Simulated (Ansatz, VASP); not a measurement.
## W in VASP and in Ansatz

```
W
1.0
    -1.68622    1.68622    1.43328
     1.68622   -1.68622    1.43328
     1.68622    1.68622   -1.43328
W
1
Direct
  0.00000 0.00000 0.00000
```

Alike in both runs: task single point; functional LDA; k mesh 24 × 24 × 24; occupations gaussian, width 0.15 eV; no spin polarisation.

|  | VASP | Ansatz |
| --- | --- | --- |
| version | VASP 6.6.1 | Ansatz 0.2.0 |
| potentials or method | VASP PAW LDA potentials, release 64 (W_sv), cutoff 520 eV | scalar-relativistic, plane waves, PAW |
| valence electrons in the cell | 14 | 14 |

|  | VASP | Ansatz | Ansatz less VASP |
| --- | --- | --- | --- |
| gap on the k mesh at the Fermi level (eV) | none | none | - |
| pressure (GPa) | -11.1 | -12.7 | -1.59 |
| traceless stress, the component that is largest in VASP (GPa) | 25.31 | 25.16 | -0.158 |

LDA's correlation is that of Perdew and Zunger in VASP and of Perdew and Wang (1992) in Ansatz. A gap of «none» marks a metal or a gap that the smearing closes.

Neither program's run includes spin-orbit coupling.
